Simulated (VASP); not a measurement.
# V2SiN2 (Cmmm) in VASP: notebook, part 2 of 2

VASP 6.6.1.

### Step 4. Single point, PBE, collinear spin, antiferromagnetic start

This run uses another cell than the first one, of 12.29 Å³/atom.

Input file INCAR:

```
PREC     = Accurate       # precision mode
ENCUT    = 520            # plane-wave cutoff, eV
EDIFF    = 1E-7           # SCF threshold, eV
ISMEAR   = 0              # smearing method
SIGMA    = 0.1            # smearing width, eV
LREAL    = False          # projectors in reciprocal space
LASPH    = True           # aspherical terms in the spheres
NELM     = 150            # most SCF steps
ALGO     = Normal         # electronic algorithm
ISIF     = 2              # what is computed and relaxed
LWAVE    = False          # write WAVECAR
LCHARG   = True           # write CHGCAR
ISPIN    = 2              # spin polarisation
MAGMOM   = 2 -2 0 0 0     # initial moments
LORBIT   = 11             # projections on sites
LMAXMIX  = 4              # l up to which the mixer works
GGA      = PE             # functional
LELF     = True           # ELF
LVHAR    = True         
NBANDS   = 32             # bands
```

Input file KPOINTS:

```
Automatic mesh
0
Gamma
  4 4 8
```

Input file POSCAR:

```
V2SiN2
1.0
    2.8858852100     -4.6606433100      0.0000000000
    2.8858852100      4.6606433100      0.0000000000
    0.0000000000      0.0000000000      2.2837224600
V Si N
2 1 2
Direct
    0.6743082000      0.3256918000      0.0000000000
    0.3256918000      0.6743082000      0.0000000000
    0.0000000000      0.0000000000      0.0000000000
    0.8356256800      0.1643743200      0.0000000000
    0.1643743200      0.8356256800      0.0000000000
```

Started as:

```bash
> cat potpaw_PBE.64/V_sv/POTCAR potpaw_PBE.64/Si/POTCAR potpaw_PBE.64/N/POTCAR > POTCAR
> mpirun -np 1 vasp_std > vasp.out
```

Run time: 82 s. Hardware: 1 thread of Intel Xeon 6975P-C (Granite Rapids), shared host; peak memory 0.26 GiB.

The run converged. Its results:

| Property | Result |
| --- | --- |
| Free energy | -31.8867 eV |
| Pressure | 63.3 GPa |
| Largest force | 10.670 eV/Å |
| Band gap on the k mesh | zero (filled and empty bands overlap) |
| Net moment | 0.00 μB per cell |
| Valence electrons inside the program's atomic spheres | V 12.35; Si 1.95; N 4.04 |

Forces on the atoms (eV/Å):
```
V     0.000  10.670   0.000
V     0.000 -10.670   0.000
Si    0.000   0.000   0.000
N     0.000  -1.561   0.000
N     0.000   1.561   0.000
```

Stress tensor (GPa, compression positive):
```
-11.31   0.00   0.00
  0.00 145.84   0.00
  0.00   0.00  55.39
```

Levels at points of the mesh, in eV from the Fermi level:
Spin up:
```
           k point  band 18  band 19  band 20  band 21  band 22  band 23
(0.00, 0.00, 0.00)    -1.38    -0.66    -0.59     0.65     0.78     1.85
(0.50, 0.00, 0.00)    -1.34    -0.64    -0.63     0.11     0.55     1.68
(0.50, 0.50, 0.00)    -1.28    -1.07    -0.65    -0.61    -0.41     2.64
(0.00, 0.00, 0.50)    -2.16    -1.09     0.60     0.74     1.59     2.24
(0.50, 0.00, 0.50)    -1.56    -1.54    -0.64     1.45     1.74     2.37
(0.50, 0.50, 0.50)    -2.19    -0.88     0.17     0.56     0.86     0.93
```
Spin down:
```
           k point  band 16  band 17  band 18  band 19  band 20  band 21  band 22  band 23  band 24  band 25
(0.00, 0.00, 0.00)    -2.60    -2.38    -1.38    -0.66    -0.59     0.65     0.78     1.85     2.17     2.17
(0.50, 0.00, 0.00)    -2.55    -1.80    -1.34    -0.64    -0.63     0.11     0.55     1.68     2.23     2.96
(0.50, 0.50, 0.00)    -2.92    -2.46    -1.28    -1.07    -0.65    -0.61    -0.41     2.64     2.86     3.04
(0.00, 0.00, 0.50)    -4.10    -3.01    -2.16    -1.09     0.60     0.74     1.59     2.24     2.55     2.73
(0.50, 0.00, 0.50)    -4.08    -2.32    -1.56    -1.54    -0.64     1.45     1.74     2.37     2.46     2.56
(0.50, 0.50, 0.50)    -3.65    -2.38    -2.19    -0.88     0.17     0.56     0.86     0.93     2.20     3.35
```

Caveat: atoms lie so close that the PAW spheres overlap strongly, which falsifies energies and pressures; the stress differs along the axes, from -11 to 146 GPa; the moments typed at the start vanished in this run; forces of over 1 eV/Å act on the atoms, so gaps and moduli don't describe the material at rest. With open d or f shells a metallic result of PBE can be an artefact of self-interaction; +U or a hybrid may open a gap.

### Step 5. Relaxation of cell and atoms, PBE

This run uses another cell than the first one, of 12.21 Å³/atom.

Input file INCAR:

```
PREC = Accurate
ENCUT = 600
EDIFF = 1E-6
ISMEAR = 0
SIGMA = 0.1
LREAL = F
LASPH = T
NELM = 100
ALGO = Normal
ISIF = 3
LWAVE = F
LCHARG = F
GGA = PE
IBRION = 2
NSW = 90
EDIFFG = -0.04
```

Input file KPOINTS:

```
Automatic mesh
0
Gamma
  6 6 6
```

Input file POSCAR:

```
V2SiN2
1.0
    1.9518243972     -5.5547694194      0.0000000000
    1.9518243972      5.5547694194      0.0000000000
    0.0000000000      0.0000000000      2.8154385544
V Si N
2 1 2
Direct
    0.6705727600      0.3294272400      0.0000000000
    0.3294272400      0.6705727600      0.0000000000
    0.0000000000      0.0000000000      0.0000000000
    0.8362818464      0.1637181536      0.0000000000
    0.1637181536      0.8362818464      0.0000000000
```

Started as:

```bash
> cat potpaw_PBE.64/V_sv/POTCAR potpaw_PBE.64/Si/POTCAR potpaw_PBE.64/N/POTCAR > POTCAR
> mpirun -np 1 vasp_std > vasp.out
```

Run time: 3.1 min. Hardware: 1 thread of Intel Xeon 6975P-C (Granite Rapids), shared host; peak memory 0.29 GiB.

It converged, with:

```
Free energy                           : -40.8720 eV
Relaxed volume                        : 12.18 Å³/atom
Relaxed cell                          : a = 5.915 Å, b = 5.915 Å, c = 2.801 Å, α = 90.00°, β = 90.00°, γ = 141.57°
Space group after relaxing (to 0.1 Å) : Cmmm (No. 65)
Energy gained by relaxing             : 0.9 meV/atom
Ionic steps                           : 5
Pressure after relaxing               : 0.0 GPa
Largest force after relaxing          : 0.028 eV/Å
Band gap on the k mesh                : zero (bands 20 and 21 overlap by 0.52 eV)
```

Forces in eV/Å, atoms in the order of the input:
```
V    0.000 -0.028  0.000
V    0.000  0.028  0.000
Si   0.000  0.000  0.000
N    0.000 -0.003  0.000
N    0.000  0.003  0.000
```

Stress tensor (GPa, compression positive):
```
 0.51  0.00  0.00
 0.00 -0.08  0.00
 0.00  0.00 -0.40
```

Step by step:
| step | energy change (eV) | largest force (eV/Å) | pressure (GPa) | volume (Å³) |
| --- | --- | --- | --- | --- |
| 1 | 0.0000 | 0.1670 | 0.48 | 61.05 |
| 2 | 0.0004 | 0.2637 | -1.93 | 61.37 |
| 3 | -0.0034 | 0.0929 | -0.73 | 61.21 |
| 4 | -0.0046 | 0.0288 | 0.21 | 60.84 |
| 5 | -0.0047 | 0.0282 | 0.01 | 60.92 |

Final structure:
```
V Si N
1.0
     1.94706   -5.58570    0.00000
     1.94706    5.58570    0.00000
     0.00000    0.00000    2.80058
V Si N
2 1 2
Direct
  0.67024 0.32976 0.00000
  0.32976 0.67024 0.00000
  0.00000 0.00000 0.00000
  0.83588 0.16412 0.00000
  0.16412 0.83588 0.00000
```

Levels at points of the mesh, in eV from the Fermi level:
```tsv
k point	band 16	band 17	band 18	band 19	band 20	band 21	band 22	band 23	band 24
(0.00, 0.00, 0.00)	-2.34	-2.06	-1.69	-1.65	-1.40	0.48	0.96	1.15	1.25
(0.50, 0.00, 0.00)	-2.79	-2.71	-1.90	-1.75	-1.73	0.94	1.27	1.32	1.64
(0.50, 0.50, 0.00)	-2.53	-2.10	-2.00	-1.86	-0.71	0.47	0.58	1.24	1.27
(0.00, 0.00, 0.50)	-3.84	-3.36	-2.01	-1.67	-1.23	-0.30	0.99	1.53	1.89
(0.50, 0.00, 0.50)	-5.76	-1.77	-1.45	-1.07	0.22	0.69	1.35	1.59	1.74
(0.50, 0.50, 0.50)	-3.36	-2.05	-1.76	-0.97	-0.79	-0.15	0.71	0.84	0.97
```

Caveat: the k points lie up to 0.37 Å⁻¹ apart in the final cell, too coarse for converged energies and pressures of a metal; the run has no spin polarisation, though such a crystal can be magnetic. With open d or f shells a metallic result of PBE can be an artefact of self-interaction; +U or a hybrid may open a gap.

### Step 6. Single point, PBE

This run uses another cell than the first one, of 12.21 Å³/atom.

Input file INCAR:

```
ALGO = Normal
EDIFF = 1E-6
ENCUT = 520
GGA = PE
ISIF = 2
ISMEAR = 0
LASPH = True
LCHARG = False
LREAL = False
LWAVE = False
NBANDS = 28
NELM = 60
PREC = Accurate
SIGMA = 0.1
```

Input file KPOINTS:

```
k-points
0
Gamma
  10 10 14
```

Input file POSCAR:

```
V2SiN2
1.0
    1.9475063691     -5.5731204316      0.0000000000
    1.9475063691      5.5731204316      0.0000000000
    0.0000000000      0.0000000000      2.8133913077
V Si N
2 1 2
Direct
    0.6703849021      0.3296150979      0.0000000000
    0.3296150979      0.6703849021      0.0000000000
    0.0000000000      0.0000000000      0.0000000000
    0.8359077876      0.1640922124      0.0000000000
    0.1640922124      0.8359077876      0.0000000000
```

Potentials or basis: VASP PAW PBE potentials, release 64 (V_sv, Si, N).

Started as:

```bash
> cat potpaw_PBE.64/V_sv/POTCAR potpaw_PBE.64/Si/POTCAR potpaw_PBE.64/N/POTCAR > POTCAR
> mpirun -np 1 vasp_std > vasp.out
```

Wall time 5 min (1 thread of Intel Xeon 6975P-C (Granite Rapids), shared host); peak memory 0.5 GiB.

It converged, with:

```
Free energy            : -40.8325 eV
Pressure               : 0.5 GPa
Largest force          : 0.077 eV/Å
Band gap on the k mesh : zero (bands 20 and 21 overlap by 0.60 eV)
```

Forces on the atoms (eV/Å):
```
V    0.000  0.077  0.000
V    0.000 -0.077  0.000
Si   0.000  0.000  0.000
N    0.000 -0.061  0.000
N    0.000  0.061  0.000
```

Stress tensor (GPa, compression positive):
```
 0.83  0.00  0.00
 0.00  0.61  0.00
 0.00  0.00 -0.04
```

Levels at points of the mesh, in eV from the Fermi level:
```csv
k point,band 16,band 17,band 18,band 19,band 20,band 21,band 22,band 23,band 24,band 25
"(0.00, 0.00, 0.00)",-2.30,-2.10,-1.72,-1.61,-1.33,0.49,0.97,1.22,1.27,2.06
"(0.50, 0.00, 0.00)",-2.82,-2.74,-1.83,-1.69,-1.67,0.98,1.29,1.35,1.68,2.67
"(0.50, 0.50, 0.00)",-2.48,-2.05,-2.03,-1.90,-0.63,0.47,0.64,1.26,1.29,2.07
"(0.00, 0.00, 0.50)",-3.85,-3.29,-1.98,-1.62,-1.21,-0.23,1.06,1.61,1.95,2.07
"(0.50, 0.00, 0.50)",-5.75,-1.70,-1.42,-1.01,0.28,0.73,1.38,1.63,1.78,1.98
"(0.50, 0.50, 0.50)",-3.36,-2.03,-1.72,-0.90,-0.72,-0.09,0.78,0.87,1.01,2.19
```

Caveat: the run has no spin polarisation, though such a crystal can be magnetic. With open d or f shells a metallic result of PBE can be an artefact of self-interaction; +U or a hybrid may open a gap.

### Step 7. Overview

| task | spin | cell | k mesh | cutoff (eV) | gap on the mesh (eV) | pressure (GPa) | moment (μB) | largest force (eV/Å) |
| --- | --- | --- | --- | --- | --- | --- | --- | --- |
| single point | off | a = 5.912, b = 5.912, c = 2.797 Å, angles 90.0, 90.0, 141.5°, 5 atoms, atomic positions A | 6 × 6 × 6 | 520 | none | 0.5 | - | 0.08 |
| single point | collinear, antiferromagnetic start | a = 5.888, b = 5.888, c = 2.815 Å, angles 90.0, 90.0, 141.3°, 5 atoms, atomic positions B | 4 × 4 × 8 | 520 | none | 0.5 | 0.00 | 0.07 |
| single point | collinear, antiferromagnetic start | a = 5.482, b = 5.482, c = 2.284 Å, angles 90.0, 90.0, 116.5°, 5 atoms, atomic positions C | 4 × 4 × 8 | 520 | none | 63.3 | 0.00 | 10.67 |
| relaxation of cell and atoms | off | relaxed from a = 5.888, b = 5.888, c = 2.815 Å, angles 90.0, 90.0, 141.3°, 5 atoms, atomic positions B | 6 × 6 × 6 | 600 | none | 0.0 | - | 0.03 |
| single point | off | a = 5.904, b = 5.904, c = 2.813 Å, angles 90.0, 90.0, 141.5°, 5 atoms, atomic positions D | 10 × 10 × 14 | 520 | none | 0.5 | - | 0.08 |

Alike in all rows: level PBE; potentials or basis VASP PAW PBE potentials, release 64 (V_sv, Si, N); smearing gaussian 0.1 eV.

Caveats: some runs use coarse meshes; the moments typed at the start vanished in this run (at least some runs); atoms lie so close that the PAW spheres overlap strongly, which falsifies energies and pressures (at least some runs); the stress differs along the axes, from -11 to 146 GPa (at least some runs); forces of over 1 eV/Å act on the atoms, so gaps and moduli don't describe the material at rest (at least some runs).

Absolute energies hang on the potentials; compare differences alone.
